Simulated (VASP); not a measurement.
A run of VASP 6.6.1 is set up as follows.

Contents of POSCAR:

```
Mo
1.0
    3.0129409139      0.0039668281      0.9107324196
   -1.5085387853      2.2230139588     -0.4581994295
    0.8588452541      0.0041025797      2.5927878721
Mo
1
Direct
    0.0000000000      0.0000000000      0.5000000000
```

File INCAR.step1:

```
PREC = Accurate
ENCUT = 520
ISMEAR = 0
SIGMA = 0.15
LREAL = False
LASPH = True
NELM = 80
NBANDS = 13
GGA = PE
ALGO = Normal
EDIFF = 1E-4
LWAVE = True
LCHARG = False
```

Contents of INCAR.step2:

```
PREC = Accurate
ENCUT = 520
EDIFF = 1E-7
ISMEAR = 0
SIGMA = 0.15
LREAL = False
LASPH = True
NELM = 80
ALGO = Normal
ISIF = 2
LWAVE = False
LCHARG = False
METAGGA = R2SCAN
LMIXTAU = True
NBANDS = 13
ISTART = 1
```

File KPOINTS:

```
Automatic mesh
0
Gamma
  12 12 14
```

Potentials or basis: VASP PAW PBE potentials, release 64 (Mo_sv).

Command:

```sh
$ cat potpaw_PBE.64/Mo_sv/POTCAR > POTCAR
$ cp INCAR.step1 INCAR
$ mpirun -np 1 vasp_std > vasp.out
$ cp INCAR.step2 INCAR
$ mpirun -np 1 vasp_std > vasp.out
```

(1) Estimate the band gap on the k mesh.

(2) Predict the pressure.

## Answers

(1) zero (band 7 reaches 16.64 eV, above the bottom of band 8 at 11.15 eV).

(2) 1.2 GPa.

Caveat: the cell differs from its parent crystal (cell sheared at random, sigma 0.01, atoms nudged by 0.01 Å, then relaxed in part); the PAW data sets were made with another functional, which shifts forces and pressure a little.
